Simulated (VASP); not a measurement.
Input of a VASP 6.6.1 run:

The input INCAR:

```
SYSTEM = Pt
PREC     = Accurate       ! precision mode
ENCUT    = 520            ! plane-wave cutoff, eV
EDIFF    = 1E-6           ! SCF threshold, eV
ISMEAR   = 0              ! smearing method
SIGMA    = 0.1            ! smearing width, eV
LREAL    = .FALSE.        ! projectors in reciprocal space
LASPH    = .TRUE.         ! aspherical terms in the spheres
NELM     = 60             ! most SCF steps
ALGO     = Fast           ! electronic algorithm
ISIF     = 2              ! what is computed and relaxed
LWAVE    = .FALSE.        ! write WAVECAR
LCHARG   = .TRUE.         ! write CHGCAR
GGA      = PS             ! functional
LELF     = .TRUE.         ! ELF
LVHAR    = .TRUE.       
NBANDS   = 11             ! bands
```

File KPOINTS:

```
Automatic mesh
0
G
  18 18 18
  0 0 0
```

File POSCAR:

```
Pt
1.0
    0.0000000000      1.9922155730      1.9922155730
    1.9922155730      0.0000000000      1.9922155730
    1.9922155730      1.9922155730      0.0000000000
Pt
1
Direct
    0.0000000000      0.0000000000      0.0000000000
```

Potentials or basis: VASP PAW PBE potentials, release 64 (Pt).

Run with:

```console
$ cat potpaw_PBE.64/Pt/POTCAR > POTCAR
$ mpirun -np 1 vasp_std > vasp.out
```

Q: What does it give for the pressure?

A: -13.1 GPa.

Q: Estimate the band gap on the k mesh.

A: Zero (band 5 reaches 10.65 eV, above the bottom of band 6 at 8.60 eV).

Caveat: the cell differs from its parent crystal (strained); the PAW data sets were made with another functional, which shifts forces and pressure a little; spin-orbit coupling is left out, which moves the levels of the heavy elements.
